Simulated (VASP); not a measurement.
# BAs (Pm-3m) in VASP: a series of runs, part 2 of 2

VASP 6.6.1. Earlier steps stand in the parts before.

### 4 Single point, PBEsol

File INCAR:

```
SYSTEM = BAs
ALGO = Normal
EDIFF = 1E-7
ENCUT = 520
GGA = PS
ISIF = 2
ISMEAR = -1
LASPH = .TRUE.
LCHARG = .FALSE.
LREAL = .FALSE.
LWAVE = .FALSE.
NBANDS = 11
NELM = 60
PREC = Accurate
SIGMA = 0.05
```

File KPOINTS:

```
k-points
0
G
  8 8 8
  0 0 0
```

File POSCAR:

```
BAs
1.0
    3.2358670400      0.0000000000      0.0000000000
    0.0000000000      3.2358670400      0.0000000000
    0.0000000000      0.0000000000      3.2358670400
B As
1 1
Direct
    0.0000000000      0.0000000000      0.0000000000
    0.5000000000      0.5000000000      0.5000000000
```

Potentials or basis: VASP PAW PBE potentials, release 64 (B, As).

Launch:

```
cat potpaw_PBE.64/B/POTCAR potpaw_PBE.64/As/POTCAR > POTCAR
mpirun -np 1 vasp_std > vasp.out
```

OUTCAR:

```text
SYSTEM = BAs
   EDIFF = 1E-7
   ENCUT = 520
   GGA = PS
   ISIF = 2
   ISMEAR = -1
   LASPH = .TRUE.
   LREAL = .FALSE.
   NELM = 60
   PREC = Accurate

 ion  position               nearest neighbor table
   1  0.000  0.000  0.000-
   2  0.500  0.500  0.500-

  LATTYP: Found a simple cubic cell.
 ALAT       =     3.2358670400

  Lattice vectors:

 A1 = (   3.2358670400,   0.0000000000,   0.0000000000)
 A2 = (   0.0000000000,   3.2358670400,   0.0000000000)
 A3 = (   0.0000000000,   0.0000000000,   3.2358670400)

Analysis of symmetry for initial positions (statically):
=====================================================================
 Subroutine PRICEL returns:
 Original cell was already a primitive cell.

 Routine SETGRP: Setting up the symmetry group for a
 simple cubic supercell.

 Subroutine GETGRP returns: Found 48 space group operations
 (whereof 48 operations were pure point group operations)
 out of a pool of 48 trial point group operations.

The static configuration has the point symmetry O_h .

Analysis of symmetry for dynamics (positions and initial velocities):
=====================================================================
 Subroutine PRICEL returns:
 Original cell was already a primitive cell.

 Routine SETGRP: Setting up the symmetry group for a
 simple cubic supercell.

 Subroutine GETGRP returns: Found 48 space group operations
 (whereof 48 operations were pure point group operations)
 out of a pool of 48 trial point group operations.

The dynamic configuration has the point symmetry O_h .

 Subroutine INISYM returns: Found 48 space group operations
 (whereof 48 operations are pure point group operations),
 and found     1 'primitive' translations

----------------------------------------------------------------------------------------

                                     Primitive cell

  volume of cell :      33.8822

  direct lattice vectors                    reciprocal lattice vectors
     3.235867040  0.000000000  0.000000000     0.309036183  0.000000000  0.000000000
     0.000000000  3.235867040  0.000000000     0.000000000  0.309036183  0.000000000
     0.000000000  0.000000000  3.235867040     0.000000000  0.000000000  0.309036183

  length of vectors
     3.235867040  3.235867040  3.235867040     0.309036183  0.309036183  0.309036183

  position of ions in fractional coordinates (direct lattice)
     0.000000000  0.000000000  0.000000000
     0.500000000  0.500000000  0.500000000

  ion indices of the primitive-cell ions
   primitive index   ion index
                 1           1
                 2           2

----------------------------------------------------------------------------------------

 KPOINTS: k-points

Automatic generation of k-mesh.
 Grid dimensions read from file:
 generate k-points for:    8    8    8

 Generating k-lattice:

  Cartesian coordinates                     Fractional coordinates (reciprocal lattice)
     0.038629523  0.000000000  0.000000000     0.125000000  0.000000000  0.000000000
     0.000000000  0.038629523  0.000000000     0.000000000  0.125000000  0.000000000
     0.000000000  0.000000000  0.038629523     0.000000000  0.000000000  0.125000000

  Length of vectors
     0.038629523  0.038629523  0.038629523

  Shift w.r.t. Gamma in fractional coordinates (k-lattice)
     0.000000000  0.000000000  0.000000000

 Subroutine IBZKPT returns following result:
 ===========================================

 Found     35 irreducible k-points:

 Following reciprocal coordinates:
            Coordinates               Weight
  0.000000  0.000000  0.000000      1.000000
  0.125000  0.000000  0.000000      6.000000
  0.250000  0.000000  0.000000      6.000000
  0.375000  0.000000  0.000000      6.000000
  0.500000  0.000000  0.000000      3.000000
  0.125000  0.125000  0.000000     12.000000
[... 16 lines left out ...]
  0.375000  0.375000  0.125000     24.000000
  0.500000  0.375000  0.125000     24.000000
 [... further k-points ...]
   k-points           NKPTS =     35   k-points in BZ     NKDIM =     35   number of bands    NBANDS=     11
   number of dos      NEDOS =    301   number of ions     NIONS =      2
   total plane-waves  NPLWV =  13824
   dimension x,y,z NGX =    24 NGY =   24 NGZ =   24
   dimension x,y,z NGXF=    48 NGYF=   48 NGZF=   48
   ions per type =               1   1
   NGX,Y,Z   is equivalent  to a cutoff of  12.33, 12.33, 12.33 a.u.
   NGXF,Y,Z  is equivalent  to a cutoff of  24.66, 24.66, 24.66 a.u.
 SYSTEM =  BAs
   PREC   = accura    normal or accurate (medium, high low for compatibility)
   ISTART =      0    job   : 0-new  1-cont  2-samecut
   ICHARG =      2    charge: 1-file 2-atom 10-const
   ISPIN  =      1    spin polarized calculation?
   LNONCOLLINEAR =      F non collinear calculations
   LSORBIT =      F    spin-orbit coupling
   LASPH  =      T    aspherical Exc in radial PAW
   ENCUT  =  520.0 eV  38.22 Ry    6.18 a.u.   6.02  6.02  6.02*2*pi/ulx,y,z
   NELM   =     60;   NELMIN=  2; NELMDL= -5     # of ELM steps
   EDIFF  = 0.1E-06   stopping-criterion for ELM
   LREAL  =      F    real-space projection
   EDIFFG = 0.1E-05   stopping-criterion for IOM
   NSW    =      0    number of steps for IOM
   IBRION =     -1    ionic relax: 0-MD 1-quasi-New 2-CG
   NFREE  =      0    steps in history (QN), initial steepest desc. (CG)
   ISIF   =      2    stress and relaxation
   ISYM   =      2    0-nonsym 1-usesym 2-fastsym
   POTIM  = 0.5000    time-step for ionic-motion
   TEBEG  =    0.0;   TEEND  =   0.0 temperature during run
   PSTRESS=    0.0 pullay stress
   NELECT =       8.0000    total number of electrons
   NUPDOWN=      -1.0000    fix difference up-down
   EMIN   =  10.00;   EMAX   =-10.00  energy-range for DOS
   EFERMI =   0.00;   METHOD = LEGACY
   ISMEAR =    -1;   SIGMA  =   0.05  broadening in eV -4-tet -1-fermi 0-gaus
   EFERMI_NEDOS =   21; number of points for ismear=-14 and -15
   IALGO  =     38    algorithm
   IMIX   =      4    mixing-type and parameters
     AMIX     =   0.40;   BMIX     =  1.00
     AMIX_MAG =   1.60;   BMIX_MAG =  1.00
  volume/ion in A,a.u.               =      16.94       114.32
  Fermi-wavevector in a.u.,A,eV,Ry     =   1.011845  1.912111 13.930068  1.023831
  Thomas-Fermi vector in A             =   2.144919
   LORBIT       =      0    0 simple, 1 ext, 2 COOP (PROOUT), +10 PAW based schemes
   GGA     = PS    functional components
   LHFCALC =     F    Hartree Fock is set to
   AEXX    =    0.0000 exact exchange contribution
   IVDW    =     0    specifies the selected vdW correction
   LEPSILON=     F    determine dielectric tensor
   LRPA    =     F    only Hartree local field effects (RPA)
 non-spin polarized calculation
  energy-cutoff  :      520.00
  volume of cell :       33.88
 maximum number of plane-waves:       932
   NGX = 13   NGY = 13   NGZ = 13

 number of electron       8.0000000 magnetization

 Free energy of the ion-electron system (eV)
  ---------------------------------------------------
  ext. energy  EPLUGINS =         0.00000000
  ---------------------------------------------------
  free energy    TOTEN  =        -8.51359946 eV

  energy without entropy =       -8.50341830  energy(sigma->0) =       -8.50850888

 E-fermi :   4.1246     XC(G=0): -10.2900

 val. band max:        4.0268933287   @ k =   0.3750   0.2500   0.1250
 cond. band min:       4.1975927277   @ k =   0.3750   0.1250   0.1250
 fundamental gap:      0.1706993990
 Fermi energy:         4.1246311335

 k-point     1 :       0.0000    0.0000    0.0000
  band No.  band energies     occupation
      1      -9.1861      2.00000
      2       1.8503      2.00000
      3       3.5897      1.99995
      4       3.5897      1.99995
      5       3.5897      1.99995
      6       9.9693      0.00000
      7       9.9693      0.00000
      8      10.8655      0.00000
      9      10.8655      0.00000
     10      10.8655      0.00000
     11      20.6151      0.00000
[... 309 lines left out ...]
 k-point    24 :       0.5000    0.3750    0.1250
  band No.  band energies     occupation
      1      -5.7340      2.00000
      2      -1.9317      2.00000
      3       0.0935      2.00000
      4       1.0490      2.00000
      5       5.8289      0.00000
      6       6.5261      0.00000
      7       8.9119      0.00000
      8       8.9684      0.00000
      9      15.4869      0.00000
     10      15.7881      0.00000
     11      17.0975      0.00000

 [... further k-points ...]

------------------------ aborting loop because EDIFF is reached ----------------------------------------

  FORCE on cell =-STRESS in cart. coord.  units (eV):
  Direction    XX          YY          ZZ          XY          YZ          ZX
  --------------------------------------------------------------------------------------
  -------------------------------------------------------------------------------------
  Total       -3.7424193     -3.7424193     -3.7424193      0.0000000     -0.0000000     -0.0000000
  in kB     -176.9664841   -176.9664841   -176.9664841      0.0000000     -0.0000000     -0.0000000
  external PRESSURE =    -176.9664841 kB  Pullay stress =       0.0000000 kB

 VOLUME and BASIS-vectors are now :
 -----------------------------------------------------------------------------
  energy-cutoff  :      520.00
  volume of cell :       33.88
      direct lattice vectors                 reciprocal lattice vectors
     3.235867040  0.000000000  0.000000000     0.309036183  0.000000000  0.000000000
     0.000000000  3.235867040  0.000000000     0.000000000  0.309036183  0.000000000
     0.000000000  0.000000000  3.235867040     0.000000000  0.000000000  0.309036183

 POSITION                                       TOTAL-FORCE (eV/Angst)
 -----------------------------------------------------------------------------------
      0.00000      0.00000      0.00000         0.000000      0.000000      0.000000
      1.61793      1.61793      1.61793         0.000000      0.000000      0.000000
 -----------------------------------------------------------------------------------
    total drift:                                0.000000     -0.000000     -0.000000

  FREE ENERGIE OF THE ION-ELECTRON SYSTEM (eV)
  ---------------------------------------------------
  free  energy   TOTEN  =        -8.5135994620 eV

  energy  without entropy=       -8.5034182959  energy(sigma->0) =       -8.50850888
```

It took 15 s on 1 thread of AMD EPYC 7R13, shared host; peak memory 0.11 GiB.

What came out:

```yaml
Free_energy: -8.5136 eV
Pressure: -17.7 GPa
Band_gap_on_the_k_mesh: zero (band 4 reaches 6.33 eV, above the bottom of band 5 at 1.89 eV)
```

Caveat: the PAW data sets were made with another functional, which shifts forces and pressure a little.

### 5 Summary

```tsv
level	potentials or basis	gap on the mesh (eV)	pressure (GPa)
LDA	VASP PAW LDA potentials, release 64 (B, As)	none	-18.8
PBE	VASP PAW PBE potentials, release 64 (B, As)	none	-14.8
PBEsol	VASP PAW PBE potentials, release 64 (B, As)	none	-17.7
```

Alike in all rows: task single point; no spin polarisation; cell as given; k mesh 8 × 8 × 8; cutoff (eV) 520; smearing fermi-dirac 0.05 eV.

Caveats: the PAW data sets were made with another functional, which shifts forces and pressure a little (some runs).

Total energies depend on the potentials used, so only differences within one code and one set of settings carry meaning.
